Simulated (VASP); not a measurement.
# BiPt (P6_3/mmc) in VASP: single point with LDA

Aim: the single point of BiPt with LDA.

Program: VASP 6.6.1. These are calculated values, not measurements. Logs are shortened: lines on timing, memory, paths and dates and some standing lists are left out, and cuts for length are marked.

## Step 1: The cell of the first run

Symmetry: P6_3/mmc, No. 194, hexagonal system. The conventional cell has a = 4.401 Å, b = 4.401 Å, c = 5.490 Å, α = 90.00°, β = 90.00°, γ = 120.00°. Within 3.8 Å of Bi (site symmetry -6m2) lie 6 Pt at 2.89 Å and 6 Bi at 3.74 Å. Pt (site symmetry -3m) has 2 Pt at 2.75 Å and 6 Bi at 2.89 Å within 3.6 Å.

## Step 2: Single point, LDA (equal xx and yy strain of +2 %)

Input file INCAR:

```
SYSTEM = BiPt
PREC = Accurate ; ENCUT = 520
EDIFF = 1E-6 ; ISMEAR = -1
SIGMA = 0.05 ; LREAL = .FALSE.
LASPH = .TRUE. ; NELM = 100
ALGO = Normal ; ISIF = 2
LWAVE = .FALSE. ; LCHARG = .FALSE.
NBANDS = 33
```

Input file KPOINTS:

```
Automatic mesh
0
G
  9 9 6
  0 0 0
```

Input file POSCAR:

```
BiPt
1.0
    4.4013001690      0.0000000000      0.0000000000
   -2.2006500846      3.8116377560      0.0000000000
    0.0000000000      0.0000000000      5.4900000000
Bi Pt
2 2
Direct
    0.3333333333      0.6666666667      0.2500000000
    0.6666666667      0.3333333333      0.7500000000
    0.0000000000      0.0000000000      0.0000000000
    0.0000000000      0.0000000000      0.5000000000
```

Potentials or basis: VASP PAW LDA potentials, release 64 (Bi_d, Pt).

Launch:

```console
$ cat potpaw_LDA.64/Bi_d/POTCAR potpaw_LDA.64/Pt/POTCAR > POTCAR
$ mpirun -np 1 vasp_std > vasp.out
```

OUTCAR:

```text
SYSTEM = BiPt
   PREC = Accurate
   ENCUT = 520
   EDIFF = 1E-6
   ISMEAR = -1
   LREAL = .FALSE.
   LASPH = .TRUE.
   NELM = 100
   ISIF = 2

 ion  position               nearest neighbor table
   1  0.333  0.667  0.250-   3 2.89   4 2.89   3 2.89   4 2.89   3 2.89   4 2.89   2 3.74   2 3.74
                             2 3.74   2 3.74   2 3.74   2 3.74
   2  0.667  0.333  0.750-   3 2.89   4 2.89   3 2.89   4 2.89   3 2.89   4 2.89   1 3.74   1 3.74
                             1 3.74   1 3.74   1 3.74   1 3.74
   3  0.000  0.000  0.000-   4 2.75   4 2.75   1 2.89   2 2.89   2 2.89   1 2.89   2 2.89   1 2.89

   4  0.000  0.000  0.500-   3 2.75   3 2.75   1 2.89   2 2.89   2 2.89   1 2.89   2 2.89   1 2.89

  LATTYP: Found a hexagonal cell.
 ALAT       =     4.4013001690
 C/A-ratio  =     1.2473586870

  Lattice vectors:

 A1 = (   4.4013001690,   0.0000000000,   0.0000000000)
 A2 = (  -2.2006500846,   3.8116377560,   0.0000000000)
 A3 = (   0.0000000000,   0.0000000000,   5.4900000000)

Analysis of symmetry for initial positions (statically):
=====================================================================
 Subroutine PRICEL returns:
 Original cell was already a primitive cell.

 Routine SETGRP: Setting up the symmetry group for a
 hexagonal supercell.

 Subroutine GETGRP returns: Found 24 space group operations
 (whereof 12 operations were pure point group operations)
 out of a pool of 24 trial point group operations.

The static configuration has the point symmetry D_3d.
 The point group associated with its full space group is D_6h.

Analysis of symmetry for dynamics (positions and initial velocities):
=====================================================================
 Subroutine PRICEL returns:
 Original cell was already a primitive cell.

 Routine SETGRP: Setting up the symmetry group for a
 hexagonal supercell.

 Subroutine GETGRP returns: Found 24 space group operations
 (whereof 12 operations were pure point group operations)
 out of a pool of 24 trial point group operations.

The dynamic configuration has the point symmetry D_3d.
 The point group associated with its full space group is D_6h.

 Subroutine INISYM returns: Found 24 space group operations
 (whereof 12 operations are pure point group operations),
 and found     1 'primitive' translations

----------------------------------------------------------------------------------------

                                     Primitive cell

  volume of cell :      92.1011

  direct lattice vectors                    reciprocal lattice vectors
     4.401300169  0.000000000  0.000000000     0.227205590  0.131177208  0.000000000
    -2.200650085  3.811637756  0.000000000     0.000000000  0.262354417  0.000000000
     0.000000000  0.000000000  5.490000000     0.000000000  0.000000000  0.182149362

  length of vectors
     4.401300169  4.401300169  5.490000000     0.262354417  0.262354417  0.182149362

  position of ions in fractional coordinates (direct lattice)
     0.333333333  0.666666667  0.250000000
     0.666666667  0.333333333  0.750000000
     0.000000000  0.000000000  0.000000000
     0.000000000  0.000000000  0.500000000

  ion indices of the primitive-cell ions
   primitive index   ion index
                 1           1
                 2           2
                 3           3
                 4           4

----------------------------------------------------------------------------------------

 KPOINTS: Automatic mesh

Automatic generation of k-mesh.
 Grid dimensions read from file:
 generate k-points for:    9    9    6

 Generating k-lattice:

  Cartesian coordinates                     Fractional coordinates (reciprocal lattice)
     0.025245066  0.014575245  0.000000000     0.111111111  0.000000000  0.000000000
     0.000000000  0.029150491  0.000000000     0.000000000  0.111111111  0.000000000
     0.000000000  0.000000000  0.030358227     0.000000000  0.000000000  0.166666667

  Length of vectors
     0.029150491  0.029150491  0.030358227

  Shift w.r.t. Gamma in fractional coordinates (k-lattice)
     0.000000000  0.000000000  0.000000000

 Subroutine IBZKPT returns following result:
 ===========================================

 Found     48 irreducible k-points:

 Following reciprocal coordinates:
            Coordinates               Weight
  0.000000  0.000000  0.000000      1.000000
  0.111111 -0.000000  0.000000      6.000000
  0.222222 -0.000000  0.000000      6.000000
  0.333333  0.000000  0.000000      6.000000
  0.444444 -0.000000  0.000000      6.000000
  0.111111  0.111111  0.000000      6.000000
[... 16 lines left out ...]
  0.333333  0.222222  0.166667     24.000000
  0.333333  0.333333  0.166667      4.000000
 [... further k-points ...]
   k-points           NKPTS =     48   k-points in BZ     NKDIM =     48   number of bands    NBANDS=     33
   number of dos      NEDOS =    301   number of ions     NIONS =      4
   total plane-waves  NPLWV =  54432
   dimension x,y,z NGX =    36 NGY =   36 NGZ =   42
   dimension x,y,z NGXF=    72 NGYF=   72 NGZF=   84
   ions per type =               2   2
   NGX,Y,Z   is equivalent  to a cutoff of  13.60, 13.60, 12.72 a.u.
   NGXF,Y,Z  is equivalent  to a cutoff of  27.20, 27.20, 25.44 a.u.
 SYSTEM =  BiPt
   PREC   = accura    normal or accurate (medium, high low for compatibility)
   ISTART =      0    job   : 0-new  1-cont  2-samecut
   ICHARG =      2    charge: 1-file 2-atom 10-const
   ISPIN  =      1    spin polarized calculation?
   LNONCOLLINEAR =      F non collinear calculations
   LSORBIT =      F    spin-orbit coupling
   LASPH  =      T    aspherical Exc in radial PAW
   ENCUT  =  520.0 eV  38.22 Ry    6.18 a.u.   8.18  8.18 10.21*2*pi/ulx,y,z
   NELM   =    100;   NELMIN=  2; NELMDL= -5     # of ELM steps
   EDIFF  = 0.1E-05   stopping-criterion for ELM
   LREAL  =      F    real-space projection
   EDIFFG = 0.1E-04   stopping-criterion for IOM
   NSW    =      0    number of steps for IOM
   IBRION =     -1    ionic relax: 0-MD 1-quasi-New 2-CG
   NFREE  =      0    steps in history (QN), initial steepest desc. (CG)
   ISIF   =      2    stress and relaxation
   ISYM   =      2    0-nonsym 1-usesym 2-fastsym
   POTIM  = 0.5000    time-step for ionic-motion
   TEBEG  =    0.0;   TEEND  =   0.0 temperature during run
   PSTRESS=    0.0 pullay stress
   NELECT =      50.0000    total number of electrons
   NUPDOWN=      -1.0000    fix difference up-down
   EMIN   =  10.00;   EMAX   =-10.00  energy-range for DOS
   EFERMI =   0.00;   METHOD = LEGACY
   ISMEAR =    -1;   SIGMA  =   0.05  broadening in eV -4-tet -1-fermi 0-gaus
   EFERMI_NEDOS =   21; number of points for ismear=-14 and -15
   IALGO  =     38    algorithm
   IMIX   =      4    mixing-type and parameters
     AMIX     =   0.40;   BMIX     =  1.00
     AMIX_MAG =   1.60;   BMIX_MAG =  1.00
  volume/ion in A,a.u.               =      23.03       155.38
  Fermi-wavevector in a.u.,A,eV,Ry     =   1.335498  2.523725 24.266731  1.783554
  Thomas-Fermi vector in A             =   2.464197
   LORBIT       =      0    0 simple, 1 ext, 2 COOP (PROOUT), +10 PAW based schemes
   GGA     = CA    functional components
   LHFCALC =     F    Hartree Fock is set to
   AEXX    =    0.0000 exact exchange contribution
   IVDW    =     0    specifies the selected vdW correction
   LEPSILON=     F    determine dielectric tensor
   LRPA    =     F    only Hartree local field effects (RPA)
 non-spin polarized calculation
  energy-cutoff  :      520.00
  volume of cell :       92.10
 maximum number of plane-waves:      2496
 NGX is ok and might be reduce to    36
   NGX = 17   NGY = 17   NGZ = 21

 number of electron      49.9999999 magnetization

 Free energy of the ion-electron system (eV)
  ---------------------------------------------------
  ext. energy  EPLUGINS =         0.00000000
  ---------------------------------------------------
  free energy    TOTEN  =       -25.16594454 eV

  energy without entropy =      -25.14624207  energy(sigma->0) =      -25.15609330

 E-fermi :   8.6796     XC(G=0): -11.5146

 val. band max:        8.6397530469   @ k =   0.1111  -0.0000   0.0000
 cond. band min:       8.7027324139   @ k =   0.3333   0.2222   0.0000
 fundamental gap:      0.0629793670
 Fermi energy:         8.6795521017

 k-point     1 :       0.0000    0.0000    0.0000
  band No.  band energies     occupation
      1     -14.2018      2.00000
      2     -14.2018      2.00000
      3     -14.1633      2.00000
      4     -14.1565      2.00000
      5     -14.1565      2.00000
      6     -14.1485      2.00000
[... 25 lines left out ...]
     32      14.3767      0.00000
     33      16.3159      0.00000

 k-point     2 :       0.1111   -0.0000    0.0000
  band No.  band energies     occupation
      1     -14.2018      2.00000
      2     -14.1988      2.00000
      3     -14.1676      2.00000
      4     -14.1547      2.00000
      5     -14.1539      2.00000
      6     -14.1493      2.00000
[... 25 lines left out ...]
     32      14.8589      0.00000
     33      15.0460      0.00000

 k-point     3 :       0.2222   -0.0000    0.0000
  band No.  band energies     occupation
      1     -14.2017      2.00000
      2     -14.1929      2.00000
      3     -14.1731      2.00000
      4     -14.1589      2.00000
      5     -14.1503      2.00000
      6     -14.1428      2.00000
[... 25 lines left out ...]
     32      15.3273      0.00000
     33      15.3748      0.00000

 k-point     4 :       0.3333    0.0000    0.0000
  band No.  band energies     occupation
      1     -14.2016      2.00000
      2     -14.1912      2.00000
      3     -14.1805      2.00000
      4     -14.1569      2.00000
      5     -14.1452      2.00000
      6     -14.1382      2.00000
[... 673 lines left out ...]
     32      15.7830      0.00000
     33      15.8436      0.00000

 k-point    23 :       0.3333    0.2222    0.1667
  band No.  band energies     occupation
      1     -14.2120      2.00000
      2     -14.1753      2.00000
      3     -14.1724      2.00000
      4     -14.1627      2.00000
      5     -14.1516      2.00000
      6     -14.1463      2.00000
[... 25 lines left out ...]
     32      16.1614      0.00000
     33      17.3482      0.00000

 k-point    24 :       0.3333    0.3333    0.1667
  band No.  band energies     occupation
      1     -14.2150      2.00000
      2     -14.1703      2.00000
      3     -14.1703      2.00000
      4     -14.1598      2.00000
      5     -14.1537      2.00000
      6     -14.1537      2.00000
[... 25 lines left out ...]
     32      16.6463      0.00000
     33      16.9726      0.00000

 [... further k-points ...]

------------------------ aborting loop because EDIFF is reached ----------------------------------------

  FORCE on cell =-STRESS in cart. coord.  units (eV):
  Direction    XX          YY          ZZ          XY          YZ          ZX
  --------------------------------------------------------------------------------------
  -------------------------------------------------------------------------------------
  Total       -2.6477019     -2.6477019     -2.3657695      0.0000000     -0.0000000     -0.0000000
  in kB      -46.0590226    -46.0590226    -41.1545690      0.0000000     -0.0000000     -0.0000000
  external PRESSURE =     -44.4242048 kB  Pullay stress =       0.0000000 kB

 VOLUME and BASIS-vectors are now :
 -----------------------------------------------------------------------------
  energy-cutoff  :      520.00
  volume of cell :       92.10
      direct lattice vectors                 reciprocal lattice vectors
     4.401300169  0.000000000  0.000000000     0.227205590  0.131177208  0.000000000
    -2.200650085  3.811637756  0.000000000     0.000000000  0.262354417  0.000000000
     0.000000000  0.000000000  5.490000000     0.000000000  0.000000000  0.182149362

 POSITION                                       TOTAL-FORCE (eV/Angst)
 -----------------------------------------------------------------------------------
     -0.00000      2.54109      1.37250        -0.000000     -0.000000      0.000000
      2.20065      1.27055      4.11750        -0.000000      0.000000      0.000000
      0.00000      0.00000      0.00000         0.000000     -0.000000      0.000000
      0.00000      0.00000      2.74500         0.000000     -0.000000      0.000000
 -----------------------------------------------------------------------------------
    total drift:                               -0.000000      0.000000      0.000000

  FREE ENERGIE OF THE ION-ELECTRON SYSTEM (eV)
  ---------------------------------------------------
  free  energy   TOTEN  =       -25.1659445358 eV

  energy  without entropy=      -25.1462420726  energy(sigma->0) =      -25.15609330
```

It took 3.4 min on 1 thread of Oxide Virtual Turin-like, shared host; peak memory 0.23 GiB.

Results:

```
Free energy            : -25.1659 eV
Pressure               : -4.4 GPa
Band gap on the k mesh : zero (bands 25 and 26 overlap by 3.77 eV)
```

Caveat: the cell differs from its parent crystal (equal xx and yy strain of +2 %); the cell stands under tension; spin-orbit coupling is left out, which moves the levels of the heavy elements.

The gap in the log of VASP goes by the Fermi energy; the results here count the filled bands.